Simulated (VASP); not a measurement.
Input of a VASP 6.6.1 run:

File POSCAR:

```
Al2Ru
1.0
    0.0000000000      3.8964437779      4.3135022513
    2.3059278087      0.0000000000      4.3135022513
    2.3059278087      3.8964437779      0.0000000000
Al Ru
4 2
Direct
    0.0798155515      0.4201844485      0.0798155515
    0.4201844485      0.0798155515      0.4201844485
    0.1701844485      0.8298155515      0.1701844485
    0.8298155515      0.1701844485      0.8298155515
    0.7500000000      0.7500000000      0.7500000000
    0.5000000000      0.5000000000      0.5000000000
```

The input INCAR.step1:

```
SYSTEM = Al2Ru
PREC     = Accurate       ! precision mode
ENCUT    = 520            ! plane-wave cutoff, eV
ISMEAR   = 0              ! smearing method
SIGMA    = 0.01           ! smearing width, eV
LREAL    = .False.        ! projectors in reciprocal space
LASPH    = .True.         ! aspherical terms in the spheres
NELM     = 80             ! most SCF steps
NBANDS   = 29             ! bands
GGA      = PE             ! functional
ALGO     = Normal         ! electronic algorithm
EDIFF    = 1E-4           ! SCF threshold, eV
LWAVE    = .True.         ! write WAVECAR
LCHARG   = .False.        ! write CHGCAR
```

File INCAR.step2:

```
SYSTEM = Al2Ru
PREC     = Accurate       ! precision mode
ENCUT    = 520            ! plane-wave cutoff, eV
EDIFF    = 1E-6           ! SCF threshold, eV
ISMEAR   = 0              ! smearing method
SIGMA    = 0.01           ! smearing width, eV
LREAL    = .False.        ! projectors in reciprocal space
LASPH    = .True.         ! aspherical terms in the spheres
NELM     = 80             ! most SCF steps
ALGO     = Normal         ! electronic algorithm
ISIF     = 2              ! what is computed and relaxed
LWAVE    = .False.        ! write WAVECAR
LCHARG   = .True.         ! write CHGCAR
METAGGA  = R2SCAN         ! meta-GGA
LMIXTAU  = .True.       
LELF     = .True.         ! ELF
LVHAR    = .True.       
NBANDS   = 29             ! bands
ISTART   = 1
```

KPOINTS

```
Automatic mesh
0
Gamma
  10 10 10
  0 0 0
```

Potentials or basis: VASP PAW PBE potentials, release 64 (Al, Ru_pv).

The run is started by

```bash
$ cat potpaw_PBE.64/Al/POTCAR potpaw_PBE.64/Ru_pv/POTCAR > POTCAR
$ cp INCAR.step1 INCAR
$ mpirun -np 1 vasp_std > vasp.out
$ cp INCAR.step2 INCAR
$ mpirun -np 1 vasp_std > vasp.out
```

Estimate the pressure.

12.9 GPa.

Predict the largest force.

0.010 eV/Å.

Forces in eV/Å, atoms in the order of the input:
```
Al   0.000  0.010  0.000
Al   0.000 -0.010  0.000
Al   0.000 -0.010  0.000
Al   0.000  0.010  0.000
Ru   0.000  0.000  0.000
Ru   0.000  0.000  0.000
```

Caveat: the cell stands under pressure; the PAW data sets were made with another functional, which shifts forces and pressure a little.
